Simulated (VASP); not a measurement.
# WS2 (R3m) in VASP: notebook, part 2 of 2

VASP 6.6.1.

## 4. Single point, PBE+D3(BJ)

This run uses another cell than the first one, of 15.40 Å³/atom.

File INCAR:

```
SYSTEM = WS2
PREC     = Accurate       ! precision mode
ENCUT    = 520            ! plane-wave cutoff, eV
EDIFF    = 1E-7           ! SCF threshold, eV
ISMEAR   = 0              ! smearing method
SIGMA    = 0.05           ! smearing width, eV
LREAL    = .False.        ! projectors in reciprocal space
LASPH    = .True.         ! aspherical terms in the spheres
NELM     = 80             ! most SCF steps
ALGO     = Normal         ! electronic algorithm
ISIF     = 2              ! what is computed and relaxed
LWAVE    = .False.        ! write WAVECAR
LCHARG   = .False.        ! write CHGCAR
GGA      = PE             ! functional
IVDW     = 12             ! dispersion correction
NBANDS   = 20             ! bands
```

File KPOINTS:

```
Automatic mesh
0
Gamma
  12 12 12
  0 0 0
```

File POSCAR:

```
WS2
1.0
    1.5628000000      0.9022830007      5.4597666667
   -1.5628000000      0.9022830007      5.4597666667
    0.0000000000     -1.8045660014      5.4597666667
W S
1 2
Direct
    0.9993440419      0.9993440419      0.9993440419
    0.7527816504      0.7527816504      0.7527816504
    0.5791743077      0.5791743077      0.5791743077
```

Potentials or basis: VASP PAW PBE potentials, release 64 (W_sv, S).

Run with:

```sh
cat potpaw_PBE.64/W_sv/POTCAR potpaw_PBE.64/S/POTCAR > POTCAR
mpirun -np 1 vasp_std > vasp.out
```

OUTCAR:

```text
SYSTEM = WS2
   PREC = Accurate
   ENCUT = 520
   EDIFF = 1E-7
   ISMEAR = 0
   LREAL = .False.
   LASPH = .True.
   NELM = 80
   ISIF = 2
   GGA = PE
   IVDW = 12
 IVDW          = 12

 ion  position               nearest neighbor table
   1  0.999  0.999  0.999-   2 2.30   2 2.30   2 2.30   3 2.30   3 2.30   3 2.30
   2  0.753  0.753  0.753-   1 2.30   1 2.30   1 2.30
   3  0.579  0.579  0.579-   1 2.30   1 2.30   1 2.30

  LATTYP: Found a trigonal (rhomboedric) cell.
 ALAT       =     5.7502617774
 COS(alpha) =     0.8522724251

  Lattice vectors:

 A1 = (   1.5628000000,   0.9022830007,   5.4597666667)
 A2 = (  -1.5628000000,   0.9022830007,   5.4597666667)
 A3 = (   0.0000000000,  -1.8045660014,   5.4597666667)

Analysis of symmetry for initial positions (statically):
=====================================================================
 Subroutine PRICEL returns:
 Original cell was already a primitive cell.

 Routine SETGRP: Setting up the symmetry group for a
 trigonal (rhombohedral) supercell.

 Subroutine GETGRP returns: Found  6 space group operations
[... 165 lines left out ...]

  energy without entropy =      -22.74947382  energy(sigma->0) =      -22.74963516

 E-fermi :  10.0489     XC(G=0): -11.7283

 val. band max:       10.0241639293   @ k =   0.2500   0.2500   0.2500
 cond. band min:      10.0742500483   @ k =  -0.1667   0.5000   0.1667
 fundamental gap:      0.0500861190
 Fermi energy:        10.0488632364

 k-point     1 :       0.0000    0.0000    0.0000
  band No.  band energies     occupation
      1     -65.0719      2.00000
      2     -29.4464      2.00000
      3     -29.2823      2.00000
      4     -29.2823      2.00000
      5      -7.2577      2.00000
      6      -4.1430      2.00000
[... 541 lines left out ...]
     19      17.7833      0.00000
     20      18.5122      0.00000

 [... further k-points ...]

------------------------ aborting loop because EDIFF is reached ----------------------------------------

 Edisp (eV)   -1.49162

 E8    (eV) :    -0.6288

  FORCE on cell =-STRESS in cart. coord.  units (eV):
  Direction    XX          YY          ZZ          XY          YZ          ZX
  --------------------------------------------------------------------------------------
  -------------------------------------------------------------------------------------
  Total       6.05474     6.05474    12.10889     0.00000     0.00000     0.00000
  in kB     210.00754   210.00754   419.99447     0.00000     0.00000     0.00000
  external pressure =      280.00 kB  Pullay stress =        0.00 kB

 VOLUME and BASIS-vectors are now :
 -----------------------------------------------------------------------------
  energy-cutoff  :      520.00
  volume of cell :       46.19
      direct lattice vectors                 reciprocal lattice vectors
     1.562800000  0.902283001  5.459766667     0.319938572  0.184716621  0.061052670
    -1.562800000  0.902283001  5.459766667    -0.319938572  0.184716621  0.061052670
     0.000000000 -1.804566001  5.459766667     0.000000000 -0.369433241  0.061052670

 POSITION                                       TOTAL-FORCE (eV/Angst)
 -----------------------------------------------------------------------------------
      0.00000      0.00000     16.36856         0.000000      0.000000      0.001868
      0.00000      0.00000     12.33004         0.000000     -0.000000      3.720208
      0.00000      0.00000      9.48647         0.000000     -0.000000     -3.722076
 -----------------------------------------------------------------------------------
    total drift:                                0.000000     -0.000000     -0.000024

  FREE ENERGIE OF THE ION-ELECTRON SYSTEM (eV)
  ---------------------------------------------------
  free  energy   TOTEN  =       -24.2414163678 eV

  energy  without entropy=      -24.2410936902  energy(sigma->0) =      -24.24125503
```

stdout:

```text
POSCAR found type information on POSCAR W S
 POSCAR found :  2 types and       3 ions
 scaLAPACK will be used
 LDA part: xc-table for (Slater+PW92), standard interpolation
 POSCAR, INCAR and KPOINTS ok, starting setup
 FFT: planning ... GRIDC
 FFT: planning ... GRID_SOFT
 FFT: planning ... GRID
 WAVECAR not read
 entering main loop
```

It took 3.7 min on 1 thread of Intel Xeon 6975P-C (Granite Rapids), shared host; peak memory 0.43 GiB.

Results:

| Quantity | Value |
| --- | --- |
| Free energy | -24.2414 eV |
| Pressure | 28.0 GPa |
| Largest force | 3.722 eV/Å |
| Band gap on the k mesh | zero (bands 13 and 14 overlap by 0.25 eV) |
| Dispersion energy per atom | -0.497 eV |

Forces in eV/Å, atoms in the order of the input:
```
W    0.000  0.000  0.002
S    0.000  0.000  3.720
S    0.000  0.000 -3.722
```

Caveat: the stress differs along the axes, from 21 to 42 GPa; spin-orbit coupling is left out, which moves the levels of the heavy elements; forces of over 1 eV/Å act on the atoms, so gaps and moduli don't describe the material at rest.

## 5. Single point, PBE+D3(BJ)

This run uses another cell than the first one, of 15.48 Å³/atom.

File INCAR:

```
ALGO = Normal ; EDIFF = 1E-6
ENCUT = 520 ; GGA = PE
ISIF = 2 ; ISMEAR = 0
IVDW = 12 ; LASPH = True
LCHARG = False ; LREAL = False
LWAVE = False ; NBANDS = 20
NELM = 60 ; PREC = Accurate
SIGMA = 0.05
```

File KPOINTS:

```
k-points
0
Gamma
  12 12 12
```

File POSCAR:

```
WS2
1.0
    1.6101500000      0.9296205359      5.1698666667
   -1.6101500000      0.9296205359      5.1698666667
    0.0000000000     -1.8592410719      5.1698666667
W S
1 2
Direct
    0.9993440419      0.9993440419      0.9993440419
    0.7527816504      0.7527816504      0.7527816504
    0.5791743077      0.5791743077      0.5791743077
```

Run with:

```sh
cat potpaw_PBE.64/W_sv/POTCAR potpaw_PBE.64/S/POTCAR > POTCAR
mpirun -np 1 vasp_std > vasp.out
```

It took 2.7 min on 1 thread of Intel Xeon 6975P-C (Granite Rapids), shared host; peak memory 0.38 GiB.

Results (log left out):

* Free energy: -23.8254 eV
* Pressure: 27.3 GPa
* Largest force: 4.477 eV/Å
* Band gap on the k mesh: zero (bands 13 and 14 overlap by 1.12 eV)
* Dispersion energy per atom: -0.496 eV

Forces in eV/Å, atoms in the order of the input:
```
W    0.000  0.000  0.033
S    0.000  0.000  4.444
S    0.000  0.000 -4.477
```

Stress tensor (GPa, compression positive):
```
15.87  0.00  0.00
 0.00 15.87  0.00
 0.00  0.00 50.21
```

Levels at points of the mesh, in eV from the Fermi level:
| k point | band 10 | band 11 | band 12 | band 13 | band 14 | band 15 | band 16 | band 17 |
| --- | --- | --- | --- | --- | --- | --- | --- | --- |
| (0.00, 0.00, 0.00) | -3.98 | -3.98 | -0.65 | 0.03 | 1.34 | 1.34 | 2.71 | 2.71 |
| (0.50, 0.00, 0.00) | -5.78 | -3.23 | -2.42 | -1.93 | 1.25 | 1.48 | 3.30 | 3.69 |
| (0.50, 0.50, 0.00) | -5.48 | -3.76 | -3.20 | -2.23 | 1.03 | 1.49 | 2.99 | 5.06 |
| (0.50, 0.50, 0.50) | -3.93 | -3.84 | -3.84 | 0.65 | 1.64 | 1.64 | 2.18 | 2.18 |

Caveat: the stress differs along the axes, from 16 to 50 GPa; spin-orbit coupling is left out, which moves the levels of the heavy elements; forces of over 1 eV/Å act on the atoms, so gaps and moduli don't describe the material at rest.

## 6. Single point, PBE+D3(BJ)

This run uses another cell than the first one, of 15.71 Å³/atom.

File INCAR:

```
PREC = Accurate
ENCUT = 520
EDIFF = 1E-6
ISMEAR = 0
SIGMA = 0.05
LREAL = F
LASPH = T
NELM = 80
ALGO = Normal
ISIF = 2
LWAVE = F
LCHARG = T
GGA = PE
IVDW = 12
LELF = T
LVHAR = T
NBANDS = 20
```

File KPOINTS:

```
Automatic mesh
0
Gamma
  12 12 12
```

File POSCAR:

```
WS2
1.0
    1.5785988138      0.9114044501      5.4597666667
   -1.5785988138      0.9114044501      5.4597666667
    0.0000000000     -1.8228089002      5.4597666667
W S
1 2
Direct
    0.9993440419      0.9993440419      0.9993440419
    0.7527816504      0.7527816504      0.7527816504
    0.5791743077      0.5791743077      0.5791743077
```

Potentials or basis: VASP PAW PBE potentials, release 64 (W_sv, S).

Run with:

```sh
cat potpaw_PBE.64/W_sv/POTCAR potpaw_PBE.64/S/POTCAR > POTCAR
mpirun -np 1 vasp_std > vasp.out
```

Wall time 3.6 min (1 thread of Intel Xeon 6975P-C (Granite Rapids), shared host); peak memory 0.43 GiB.

The run converged. Its results:

* Free energy: -24.3482 eV
* Pressure: 22.7 GPa
* Largest force: 3.356 eV/Å
* Band gap on the k mesh: zero (bands 13 and 14 overlap by 0.32 eV)
* Dispersion energy per atom: -0.487 eV

Forces on the atoms (eV/Å):
```
W    0.000  0.000  0.002
S    0.000  0.000  3.353
S    0.000  0.000 -3.356
```

Stress tensor (GPa, compression positive):
```
15.37  0.00  0.00
 0.00 15.37  0.00
 0.00  0.00 37.38
```

Levels at points of the mesh, in eV from the Fermi level:
```
           k point  band 10  band 11  band 12  band 13  band 14  band 15  band 16  band 17
(0.00, 0.00, 0.00)    -3.63    -3.63    -1.28    -0.82     1.52     1.52     2.49     2.49
(0.50, 0.00, 0.00)    -5.53    -2.86    -2.66    -2.30     1.54     2.02     3.21     3.64
(0.50, 0.50, 0.00)    -5.32    -3.60    -3.28    -2.22     1.40     2.06     2.85     4.77
(0.50, 0.50, 0.50)    -4.38    -3.53    -3.53     0.34     1.75     1.75     2.12     2.12
```

Caveat: the stress differs along the axes, from 15 to 37 GPa; spin-orbit coupling is left out, which moves the levels of the heavy elements; forces of over 1 eV/Å act on the atoms, so gaps and moduli don't describe the material at rest.

## 7. Summary

| cell | gap on the mesh (eV) | pressure (GPa) | largest force (eV/Å) |
| --- | --- | --- | --- |
| a = 5.745 Å, angles 31.2°, 3 atoms | none | 33.8 | 4.11 |
| a = 5.488 Å, angles 33.8°, 3 atoms | none | 32.9 | 4.91 |
| a = 5.750 Å, angles 31.5°, 3 atoms | none | 28.0 | 3.72 |
| a = 5.494 Å, angles 34.1°, 3 atoms | none | 27.3 | 4.48 |
| a = 5.756 Å, angles 31.8°, 3 atoms | none | 22.7 | 3.36 |

Alike in all rows: task single point; level PBE+D3(BJ); potentials or basis VASP PAW PBE potentials, release 64 (W_sv, S); no spin polarisation; k mesh 12 × 12 × 12; cutoff (eV) 520; smearing gaussian 0.05 eV.

Caveats: spin-orbit coupling is left out, which moves the levels of the heavy elements; forces of over 1 eV/Å act on the atoms, so gaps and moduli don't describe the material at rest; the stress differs along the axes, from 27 to 47 GPa (at least some runs); the stress differs along the axes, from 21 to 56 GPa (at least some runs); the stress differs along the axes, from 21 to 42 GPa (at least some runs); the stress differs along the axes, from 16 to 50 GPa (at least some runs); the stress differs along the axes, from 15 to 37 GPa (at least some runs).

Total energies depend on the potentials used, so only differences within one code and one set of settings carry meaning.

The gap in the log of VASP goes by the Fermi energy; the results here count the filled bands.